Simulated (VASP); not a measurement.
# SnSe2 (P-3m1) in VASP: notebook, part 2 of 2

VASP 6.6.1. The steps go on from the part before.

### Step 3. Single point, PBE+D3(BJ)

This run uses another cell than the first one, of 26.29 Å³/atom.

INCAR reads:

```
PREC = Accurate
ENCUT = 500
EDIFF = 1E-6
ISMEAR = 0
SIGMA = 0.03
LREAL = False
LASPH = True
NELM = 120
ALGO = Normal
ISIF = 2
LWAVE = False
LCHARG = False
GGA = PE
IVDW = 12
NBANDS = 20
GGA_COMPAT = False
```

KPOINTS reads:

```
regular mesh
0
Gamma
  12 12 6
```

POSCAR reads:

```
SnSe2
1.0
    3.7920000000      0.0000000000      0.0000000000
   -1.8960000000      3.2839683311      0.0000000000
    0.0000000000      0.0000000000      6.3344000000
Sn Se
1 2
Direct
    0.0000000000      0.0000000000      0.0000000000
    0.3333333333      0.6666666667      0.2651331237
    0.6666666667      0.3333333333      0.7348668763
```

Potentials or basis: VASP PAW PBE potentials, release 64 (Sn_d, Se).

Command:

```console
$ cat potpaw_PBE.64/Sn_d/POTCAR potpaw_PBE.64/Se/POTCAR > POTCAR
$ mpirun -np 1 vasp_std > vasp.out
```

OUTCAR:

```text
PREC = Accurate
   ENCUT = 500
   EDIFF = 1E-6
   ISMEAR = 0
   LREAL = False
   LASPH = True
   NELM = 120
   ISIF = 2
   GGA = PE
   IVDW = 12
 IVDW          = 12

 ion  position               nearest neighbor table
   1  0.000  0.000  0.000-   2 2.76   3 2.76   2 2.76   3 2.76   3 2.76   2 2.76
   2  0.333  0.667  0.265-   1 2.76   1 2.76   1 2.76
   3  0.667  0.333  0.735-   1 2.76   1 2.76   1 2.76

  LATTYP: Found a hexagonal cell.
 ALAT       =     3.7920000000
 C/A-ratio  =     1.6704641350

  Lattice vectors:

 A1 = (   3.7920000000,   0.0000000000,   0.0000000000)
 A2 = (  -1.8960000000,   3.2839683311,   0.0000000000)
 A3 = (   0.0000000000,   0.0000000000,   6.3344000000)

Analysis of symmetry for initial positions (statically):
=====================================================================
 Subroutine PRICEL returns:
 Original cell was already a primitive cell.

 Routine SETGRP: Setting up the symmetry group for a
 hexagonal supercell.

 Subroutine GETGRP returns: Found 12 space group operations
 (whereof 12 operations were pure point group operations)
 out of a pool of 24 trial point group operations.

The static configuration has the point symmetry D_3d.

Analysis of symmetry for dynamics (positions and initial velocities):
=====================================================================
 Subroutine PRICEL returns:
 Original cell was already a primitive cell.

 Routine SETGRP: Setting up the symmetry group for a
 hexagonal supercell.

 Subroutine GETGRP returns: Found 12 space group operations
 (whereof 12 operations were pure point group operations)
 out of a pool of 24 trial point group operations.

The dynamic configuration has the point symmetry D_3d.

 Subroutine INISYM returns: Found 12 space group operations
 (whereof 12 operations are pure point group operations),
 and found     1 'primitive' translations

----------------------------------------------------------------------------------------

                                     Primitive cell

[... 111 lines left out ...]
     AMIX     =   0.40;   BMIX     =  1.00
     AMIX_MAG =   1.60;   BMIX_MAG =  1.00
  volume/ion in A,a.u.               =      26.29       177.44
  Fermi-wavevector in a.u.,A,eV,Ry     =   1.130859  2.137013 17.399695  1.278841
  Thomas-Fermi vector in A             =   2.267556
   LORBIT       =      0    0 simple, 1 ext, 2 COOP (PROOUT), +10 PAW based schemes
   GGA     = PE    functional components
   LHFCALC =     F    Hartree Fock is set to
   AEXX    =    0.0000 exact exchange contribution
   IVDW    =    12    specifies the selected vdW correction
   LEPSILON=     F    determine dielectric tensor
   LRPA    =     F    only Hartree local field effects (RPA)
 non-spin polarized calculation
 Gauss-broadening in eV      SIGMA  =   0.03
  energy-cutoff  :      500.00
  volume of cell :       78.88
 maximum number of plane-waves:      2017
   NGX = 13   NGY = 13   NGZ = 23

 number of electron      25.9999996 magnetization

 Free energy of the ion-electron system (eV)
  ---------------------------------------------------
  ext. energy  EPLUGINS =         0.00000000
  ---------------------------------------------------
  free energy    TOTEN  =       -11.78175395 eV

  energy without entropy =      -11.78175395  energy(sigma->0) =      -11.78175395

 E-fermi :   4.2434     XC(G=0):  -9.4382

 val. band max:        4.1068723332   @ k =   0.1667  -0.0000   0.1667
 cond. band min:       4.3875508841   @ k =   0.0000   0.4167   0.3333
 fundamental gap:      0.2806785509
 Fermi energy:         4.2434227204

 k-point     1 :       0.0000    0.0000    0.0000
  band No.  band energies     occupation
      1     -17.2511      2.00000
      2     -17.2511      2.00000
      3     -17.2061      2.00000
      4     -17.1969      2.00000
      5     -17.1969      2.00000
      6      -9.6337      2.00000
[... 541 lines left out ...]
     19      11.9242      0.00000
     20      13.1930      0.00000

 [... further k-points ...]

------------------------ aborting loop because EDIFF is reached ----------------------------------------

 Edisp (eV)   -1.06025

 E8    (eV) :    -0.4639

  FORCE on cell =-STRESS in cart. coord.  units (eV):
  Direction    XX          YY          ZZ          XY          YZ          ZX
  --------------------------------------------------------------------------------------
  -------------------------------------------------------------------------------------
  Total      -0.09809    -0.09809    -2.29839     0.00000     0.00000     0.00000
  in kB      -1.99242    -1.99242   -46.68335     0.00000     0.00000     0.00000
  external pressure =      -16.89 kB  Pullay stress =        0.00 kB

 VOLUME and BASIS-vectors are now :
 -----------------------------------------------------------------------------
  energy-cutoff  :      500.00
  volume of cell :       78.88
      direct lattice vectors                 reciprocal lattice vectors
     3.792000000  0.000000000  0.000000000     0.263713080  0.152254818  0.000000000
    -1.896000000  3.283968331  0.000000000     0.000000000  0.304509636  0.000000000
     0.000000000  0.000000000  6.334400000     0.000000000  0.000000000  0.157868149

 POSITION                                       TOTAL-FORCE (eV/Angst)
 -----------------------------------------------------------------------------------
      0.00000      0.00000      0.00000         0.000000      0.000000      0.000000
     -0.00000      2.18931      1.67946         0.000000     -0.000000     -0.578255
      1.89600      1.09466      4.65494        -0.000000      0.000000      0.578255
 -----------------------------------------------------------------------------------
    total drift:                               -0.000000      0.000000      0.000000

  FREE ENERGIE OF THE ION-ELECTRON SYSTEM (eV)
  ---------------------------------------------------
  free  energy   TOTEN  =       -12.8420077990 eV

  energy  without entropy=      -12.8420077990  energy(sigma->0) =      -12.84200780
```

OSZICAR:

```text
N       E                     dE             d eps       ncg     rms          rms(c)
DAV:   1     0.202081779632E+03    0.20208E+03   -0.11891E+04  4064   0.142E+03
DAV:   2     0.111369188522E+02   -0.19094E+03   -0.18403E+03  4324   0.373E+02
DAV:   3    -0.112311006352E+02   -0.22368E+02   -0.21875E+02  4948   0.112E+02
DAV:   4    -0.120039260512E+02   -0.77283E+00   -0.77171E+00  4772   0.220E+01
DAV:   5    -0.120229449848E+02   -0.19019E-01   -0.19018E-01  5452   0.362E+00    0.470E+00
DAV:   6    -0.117951905374E+02    0.22775E+00   -0.53856E-01  5920   0.707E+00    0.300E+00
DAV:   7    -0.117810647857E+02    0.14126E-01   -0.12788E-01  4580   0.215E+00    0.102E+00
DAV:   8    -0.117812976617E+02   -0.23288E-03   -0.10964E-02  4740   0.831E-01    0.261E-01
DAV:   9    -0.117817251878E+02   -0.42753E-03   -0.15519E-03  4632   0.275E-01    0.758E-02
DAV:  10    -0.117817303328E+02   -0.51450E-05   -0.14059E-04  4960   0.810E-02    0.314E-02
DAV:  11    -0.117817542075E+02   -0.23875E-04   -0.44999E-05  4476   0.412E-02    0.108E-02
DAV:  12    -0.117817539453E+02    0.26224E-06   -0.15002E-06  4044   0.739E-03
   1 F= -.12842008E+02 E0= -.12842008E+02  d E =-.202256E-12
```

stdout:

```text
POSCAR found type information on POSCAR SnSe
 POSCAR found :  2 types and       3 ions
 scaLAPACK will be used
 LDA part: xc-table for (Slater+PW92), standard interpolation
 POSCAR, INCAR and KPOINTS ok, starting setup
 FFT: planning ... GRIDC
 FFT: planning ... GRID_SOFT
 FFT: planning ... GRID
 WAVECAR not read
 entering main loop
```

Wall time 2.5 min (1 thread of Intel Xeon 8259CL, shared host); peak memory 0.29 GiB.

Results:

```
Free energy                : -12.8420 eV
Pressure                   : -1.7 GPa
Largest force              : 0.578 eV/Å
Band gap on the k mesh     : 0.28 eV (least direct gap 0.92 eV)
Dispersion energy per atom : -0.353 eV
```

Forces in eV/Å, atoms in the order of the input:
```
Sn   0.000  0.000  0.000
Se   0.000  0.000 -0.578
Se   0.000  0.000  0.578
```

Levels at points of the mesh, in eV from the valence-band top:
```tsv
k point	band 11	band 12	band 13	band 14	band 15	band 16
(0.00, 0.00, 0.00)	-0.42	-0.24	-0.24	0.79	3.29	4.65
(0.50, 0.00, 0.00)	-2.28	-1.70	-0.32	1.05	3.51	4.86
(0.00, 0.00, 0.50)	-0.55	-0.04	-0.04	2.51	3.09	4.39
(0.50, 0.00, 0.50)	-2.05	-1.07	-0.78	0.31	3.56	4.48
```

Caveat: spin-orbit coupling is left out, which moves the levels of the heavy elements.
